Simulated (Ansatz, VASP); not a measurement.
## Two plane-wave programs on Al3Ni5

```
CELL_PARAMETERS angstrom
3.21100 -3.59964 0.00000
3.21100 3.59964 0.00000
0.00000 0.00000 3.90637
ATOMIC_POSITIONS crystal
Al 0.50000 0.50000 0.00000
Al 0.77969 0.22031 0.50000
Al 0.22031 0.77969 0.50000
Ni 0.00000 0.00000 0.00000
Ni 0.00000 0.50000 0.00000
Ni 0.50000 0.00000 0.00000
Ni 0.27624 0.27624 0.50000
Ni 0.72376 0.72376 0.50000
```

Change from the starting cell: strain -0.025 along x and y, +0.050 along z, atoms carried along.

Alike in both runs: task single point; functional PBEsol; k mesh 8 × 8 × 10; occupations gaussian, width 0.15 eV; no spin polarisation.

|  | VASP | Ansatz |
| --- | --- | --- |
| version | VASP 6.6.1 | Ansatz 0.2.0 |
| potentials or method | VASP PAW PBE potentials, release 64 (Al, Ni), cutoff 520 eV | scalar-relativistic, plane waves, PAW |
| valence electrons in the cell | 59 | 99 |

```tsv
	VASP	Ansatz	Ansatz less VASP
gap on the k mesh at the Fermi level (eV)	none	none	-
pressure (GPa)	1.0	0.8	-0.16
traceless stress, the component that is largest in VASP (GPa)	-8.79	-9.02	-0.232
rms of the force components (eV/Å)	0.092	0.093	+0.0013
```

VASP's potentials were made for PBE, not for PBEsol. Atom by atom the forces differ by 0.002 eV/Å (rms over components). A gap of «none» marks a metal or a gap that the smearing closes. VASP's potentials hold 59 valence electrons a cell and Ansatz's 99, so a difference there can come from the potentials and not from the codes.
